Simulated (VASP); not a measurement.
Wanted: the native input for a VASP 6.6.1 run.

* Task: relaxation of cell and atoms
* Functional: PBE
* Potentials or basis: VASP PAW PBE potentials, release 64 (Zr_sv, Ti_sv)
* Cutoff: 600 eV
* k mesh: 10 × 10 × 10
* Occupations: gaussian, width 0.1 eV
* Spin: no spin polarisation
* Dipole correction: no
* Further INCAR settings: ALGO = Fast; EDIFF = 1e-06; IBRION = 2; EDIFFG = -0.01; NSW = 100; ISIF = 3

The structure of Zr3Ti lies in POSCAR:

```
Zr3Ti
1.0
    4.4331357810      0.0000000000      0.0000000000
    0.0000000000      4.4331357810      0.0000000000
    0.0000000000      0.0000000000      4.4331357810
Zr Ti
3 1
Direct
    0.0000000000      0.5000000000      0.5000000000
    0.5000000000      0.0000000000      0.5000000000
    0.5000000000      0.5000000000      0.0000000000
    0.0000000000      0.0000000000      0.0000000000
```

These files were run (other wordings do the same):

INCAR

```
SYSTEM = Zr3Ti
ALGO = Fast
EDIFF = 1E-6
EDIFFG = -0.01
ENCUT = 600
GGA = PE
IBRION = 2
ISIF = 3
ISMEAR = 0
LASPH = .TRUE.
LCHARG = .FALSE.
LREAL = .FALSE.
LWAVE = .FALSE.
NELM = 80
NSW = 100
PREC = Accurate
SIGMA = 0.1
```

KPOINTS

```
k-points
0
G
  10 10 10
  0 0 0
```

Potentials or basis: VASP PAW PBE potentials, release 64 (Zr_sv, Ti_sv).

Run with:

```console
$ cat potpaw_PBE.64/Zr_sv/POTCAR potpaw_PBE.64/Ti_sv/POTCAR > POTCAR
$ mpirun -np 1 vasp_std > vasp.out
```

It gave:

| Quantity | Value |
| --- | --- |
| Pressure after relaxing | -0.1 GPa |

Caveat: the relaxation stopped at its first step, so nothing moved; the highest band is partly filled, so the run has too few bands.

It took 12 min on 1 thread of Oxide Virtual Turin-like Processor, with other jobs on the host, peak memory 0.28 GiB.
